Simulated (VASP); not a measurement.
A run of VASP 6.6.1 is set up as follows.

File INCAR:

```
SYSTEM = Si5Ge
ALGO = Normal
EDIFF = 1E-6
ENCUT = 500
GGA = PE
GGA_COMPAT = .False.
ISIF = 2
ISMEAR = 0
LASPH = .True.
LCHARG = .False.
LREAL = .False.
LWAVE = .False.
NBANDS = 26
NELM = 120
PREC = Accurate
SIGMA = 0.05
```

Contents of KPOINTS:

```
k-points
0
Gamma
  6 6 2
  0 0 0
```

Contents of POSCAR:

```
Si5Ge
1.0
    3.8731228747      0.0000000000      0.0000000000
   -1.9365614373      3.3542228015      0.0000000000
    0.0000000000      0.0000000000      9.4848246374
Si Ge
5 1
Direct
    0.0000000000      0.0000000000     -0.0032504489
    0.6666666667      0.3333333333      0.6665279476
    0.3333333333      0.6666666667      0.3366787532
    0.6666666667      0.3333333333      0.9153029420
    0.3333333333      0.6666666667      0.5846298178
    0.0000000000      0.0000000000      0.2501109882
```

Potentials or basis: VASP PAW PBE potentials, release 64 (Si, Ge_d).

Command:

```bash
$ cat potpaw_PBE.64/Si/POTCAR potpaw_PBE.64/Ge_d/POTCAR > POTCAR
$ mpirun -np 1 vasp_std > vasp.out
```

**Question.** Estimate the band gap on the k mesh.

**Answer.** 0.65 eV (least direct gap 1.47 eV).

**Question.** Estimate the largest force.

**Answer.** 0.078 eV/Å.

**Question.** Estimate the pressure.

**Answer.** 1.6 GPa.

Forces on the atoms (eV/Å):
```
Si   0.000  0.000 -0.078
Si   0.000  0.000 -0.006
Si   0.000  0.000  0.078
Si   0.000  0.000 -0.004
Si   0.000  0.000  0.011
Ge   0.000  0.000 -0.002
```

A k mesh can miss the band edges.
